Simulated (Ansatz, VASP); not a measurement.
# Two plane-wave programs on TaN

The input INCAR:

```
ALGO = Normal
EDIFF = 1E-7
ENCUT = 520
GGA = PE
ISIF = 2
ISMEAR = 0
LASPH = T
LCHARG = F
LREAL = F
LWAVE = F
NBANDS = 15
NELM = 80
PREC = Accurate
SIGMA = 0.05
```

The input KPOINTS:

```
k-points
0
Gamma
  12 12 10
```

POSCAR

```
TaN
1.0
    3.0511095342      0.0000000000      0.0000000000
   -1.5255547671      2.6423383664      0.0000000000
    0.0000000000      0.0000000000      2.9939920991
Ta N
1 1
Direct
    0.3333333333      0.6666666667      0.5000000000
    0.0000000000      0.0000000000      0.0000000000
```

Input for Ansatz:

```yaml
crystal:
  lattice:
    - [3.0511095342, 0.0, 0.0]
    - [-1.5255547671, 2.6423383664, 0.0]
    - [0.0, 0.0, 2.9939920991]
  atoms:
    - { symbol: Ta, position: [0.3333333333, 0.6666666667, 0.5] }
    - { symbol: "N", position: [0.0, 0.0, 0.0] }
basis:
  ecutwfc: 500
  fft_grid_basis: typed
kpoints:
  mp_grid: { grid: [12, 12, 10] }
hamiltonian:
  xc: pbe
  pseudopotentials: { kind: paw }
scf:
  occupations: { method: gaussian, width: 0.05 }
output:
  forces: true
  stress: true
  eigenvalues: true
  bader: true
  write_density: true
  volumetric_format: npy
  elf: true
```

Alike in both runs: task single point; functional PBE; k mesh 12 × 12 × 10; occupations gaussian, width 0.05 eV; no spin polarisation.

```csv
,VASP,Ansatz
version,VASP 6.6.1,Ansatz 0.2.0
potentials or method,"VASP PAW PBE potentials, release 64 (Ta_pv, N), cutoff 520 eV","scalar-relativistic, plane waves, PAW"
valence electrons in the cell,16,18
```

|  | VASP | Ansatz | Ansatz less VASP |
| --- | --- | --- | --- |
| gap on the k mesh at the Fermi level (eV) | none | none | - |
| pressure (GPa) | -26.8 | -27.1 | -0.34 |
| traceless stress, the component that is largest in VASP (GPa) | -1.64 | -1.70 | -0.061 |

A gap of «none» marks a metal or a gap that the smearing closes. With one functional, cell and mesh, what is left measures potentials, basis and numerics. VASP's potentials hold 16 valence electrons a cell and Ansatz's 18, so a difference there can come from the potentials and not from the codes.

Neither program's run includes spin-orbit coupling.
